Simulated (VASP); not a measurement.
Wanted: the native input for a VASP 6.6.1 run.

- Task: single point
- Functional: PBE
- Potentials or basis: VASP PAW PBE potentials, release 64 (Sn_d)
- Cutoff: 520 eV
- k mesh: 14 × 14 × 14
- Occupations: fermi-dirac, width 0.1 eV
- Spin: no spin polarisation
- Dipole correction: no
- Further INCAR settings: ALGO = Normal; EDIFF = 1e-06; NBANDS = 13

The structure of Sn lies in POSCAR:

```
Sn
1.0
   -1.8386710280      1.8386710280      1.8386710280
    1.8386710280     -1.8386710280      1.8386710280
    1.8386710280      1.8386710280     -1.8386710280
Sn
1
Direct
    0.0000000000      0.0000000000      0.0000000000
```

This cell differs from its parent crystal: volume scaled by 0.9.

These files were run (other wordings do the same):

INCAR

```
SYSTEM = Sn
ALGO     = Normal         ! electronic algorithm
EDIFF    = 1E-6           ! SCF threshold, eV
ENCUT    = 520            ! plane-wave cutoff, eV
GGA      = PE             ! functional
ISIF     = 2              ! what is computed and relaxed
ISMEAR   = -1             ! smearing method
LASPH    = .True.         ! aspherical terms in the spheres
LCHARG   = .False.        ! write CHGCAR
LREAL    = .False.        ! projectors in reciprocal space
LWAVE    = .False.        ! write WAVECAR
NBANDS   = 13             ! bands
NELM     = 60             ! most SCF steps
PREC     = Accurate       ! precision mode
SIGMA    = 0.1            ! smearing width, eV
```

KPOINTS

```
k-points
0
Gamma
  14 14 14
  0 0 0
```

Potentials or basis: VASP PAW PBE potentials, release 64 (Sn_d).

Command:

```bash
$ cat potpaw_PBE.64/Sn_d/POTCAR > POTCAR
$ mpirun -np 1 vasp_std > vasp.out
```

Results of the run:

The pressure is 6.4 GPa and the band gap on the k mesh is zero (band 7 reaches 18.05 eV, above the bottom of band 8 at 6.50 eV).

Caveat: spin-orbit coupling is left out, which moves the levels of the heavy elements.

Wall time 11 s on 1 thread of AMD EPYC 9R45 96-Core Processor (Zen 5), on a shared host, peak memory 0.13 GiB.
